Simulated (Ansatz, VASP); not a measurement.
C in VASP and in Ansatz

```
C
1.0
     2.52210    0.00000    0.00000
    -1.26105    2.18420    0.00000
     0.00000    0.00000   16.47430
C
16
Direct
  0.00000 0.00000 0.04688
  0.00000 0.00000 0.54688
  0.00000 0.00000 0.45312
  0.00000 0.00000 0.95312
  0.33333 0.66667 0.07813
  0.66667 0.33333 0.57813
  0.33333 0.66667 0.42187
  0.66667 0.33333 0.92187
  0.33333 0.66667 0.17188
  0.66667 0.33333 0.67188
  0.33333 0.66667 0.32812
  0.66667 0.33333 0.82812
  0.33333 0.66667 0.79688
  0.66667 0.33333 0.29688
  0.33333 0.66667 0.70312
  0.66667 0.33333 0.20312
```

Alike in both runs: task single point; functional PBE; k mesh 12 × 12 × 1; occupations gaussian, width 0.1 eV; no spin polarisation.

```csv
,VASP,Ansatz
version,VASP 6.6.1,Ansatz 0.2.0
potentials or method,"VASP PAW PBE potentials, release 64 (C), cutoff 520 eV","scalar-relativistic, plane waves, PAW"
valence electrons in the cell,64,64
```

|  | VASP | Ansatz | Ansatz less VASP |
| --- | --- | --- | --- |
| gap on the k mesh at the Fermi level (eV) | 4.36 | 4.37 | +0.007 |
| least direct gap on the mesh (eV) | 5.36 | 5.37 | +0.006 |
| pressure (GPa) | 2.7 | 2.0 | -0.71 |
| traceless stress, the component that is largest in VASP (GPa) | 3.98 | 4.05 | +0.069 |
| rms of the force components (eV/Å) | 0.132 | 0.131 | -0.0009 |

Atom by atom the forces differ by 0.004 eV/Å (rms over components).
